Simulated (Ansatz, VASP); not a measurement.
One calculation of LiOs2, two programs

```xyz
6
Lattice="0.0000 3.3936 3.3936 3.3936 0.0000 3.3936 3.3936 3.3936 0.0000" Properties=species:S:1:pos:R:3 pbc="T T T"
Li    0.0000    0.0000    0.0000
Li    1.6968    1.6968    1.6968
Os    4.2420    4.2420    4.2420
Os    4.2420    2.5452    2.5452
Os    2.5452    2.5452    4.2420
Os    2.5452    4.2420    2.5452
```

Alike in both runs: task relaxation of cell and atoms; functional PBE; k mesh 4 × 4 × 4; occupations gaussian, width 0.1 eV; no spin polarisation.

```csv
,VASP,Ansatz
version,VASP 6.6.1,Ansatz 0.2.0
potentials or method,"VASP PAW PBE potentials, release 64 (Li_sv, Os), cutoff 600 eV","scalar-relativistic, plane waves, PAW"
valence electrons in the cell,38,70
```

VASP gave:

- gap on the k mesh at the Fermi level, each at its own relaxed structure (eV): none
- relaxed volume (Å³/atom): 15.91
- relaxed cell length with the largest relative difference (Å): 5.130

Problem. Estimate Ansatz's values.

Solution. gap on the k mesh at the Fermi level, each at its own relaxed structure (eV): none; relaxed volume (Å³/atom): 15.92; relaxed cell length with the largest relative difference (Å): 5.131.

A gap of «none» marks a metal or a gap that the smearing closes. VASP's potentials hold 38 valence electrons a cell and Ansatz's 70, so a difference there can come from the potentials and not from the codes.

The k mesh is coarse, so the values compare programs but aren't converged. Neither program's run includes spin-orbit coupling. Noted on VASP's run: the cutoff is short for stress, so the pressure is rough; the volume moved by over 15 % at a fixed basis, so the end points are rough.
